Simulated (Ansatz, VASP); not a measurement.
# One calculation of Ca, two programs

Contents of INCAR:

```
  PREC = Accurate
  ENCUT = 400
  EDIFF = 1E-8
  ISMEAR = -1
  SIGMA = 0.05
  LREAL = F
  LASPH = T
  NELM = 120
  ALGO = Normal
  ISIF = 2
  LWAVE = F
  LCHARG = F
  LEFG = T
  NBANDS = 11
  GGA_COMPAT = F
```

File KPOINTS:

```
Automatic mesh
0
Gamma
  11 11 11
```

File POSCAR:

```
Ca
1.0
    0.0000000000      2.7942000000      2.7942000000
    2.7942000000      0.0000000000      2.7942000000
    2.7942000000      2.7942000000      0.0000000000
Ca
1
Direct
    0.0000000000      0.0000000000      0.0000000000
```

Input for Ansatz:

```yaml
crystal:
  lattice:
    - [0.0, 2.7942, 2.7942]
    - [2.7942, 0.0, 2.7942]
    - [2.7942, 2.7942, 0.0]
  atoms:
    - { symbol: Ca, position: [0.0, 0.0, 0.0] }
kpoints:
  mp_grid: { grid: [11, 11, 11] }
  band_path:
    path:
      - [0.0, 0.0, 0.0]
      - [0.5, 0.0, 0.5]
      - [0.625, 0.25, 0.625]
      - [0.375, 0.375, 0.75]
      - [0.0, 0.0, 0.0]
      - [0.5, 0.5, 0.5]
      - [0.5, 0.25, 0.75]
      - [0.5, 0.0, 0.5]
    npoints: 5
scf:
  occupations: { method: fermi_dirac, width: 0.05 }
hamiltonian:
  xc: lda
  pseudopotentials: { kind: paw }
output:
  forces: true
  stress: true
  eigenvalues: true
  efg: { contact_densities: true }
  write_density: true
  write_potential: true
  elf: true
  volumetric_format: npy
```

Alike in both runs: task electric field gradients; functional LDA; k mesh 11 × 11 × 11; occupations fermi-dirac, width 0.05 eV; no spin polarisation.

|  | VASP | Ansatz |
| --- | --- | --- |
| version | VASP 6.6.1 | Ansatz 0.2.0 |
| potentials or method | VASP PAW LDA potentials, release 64 (Ca_sv) | PAW with Ansatz's default frozen-core files, scalar-relativistic |
| plane-wave cutoff (eV) | 400 | 420 |
| valence electrons in the cell | 10 | 10 |

```tsv
	VASP	Ansatz	Ansatz less VASP
pressure (GPa)	-2.1	-2.1	+0.01
```

LDA's correlation is that of Perdew and Zunger in VASP and of Perdew and Wang (1992) in Ansatz.
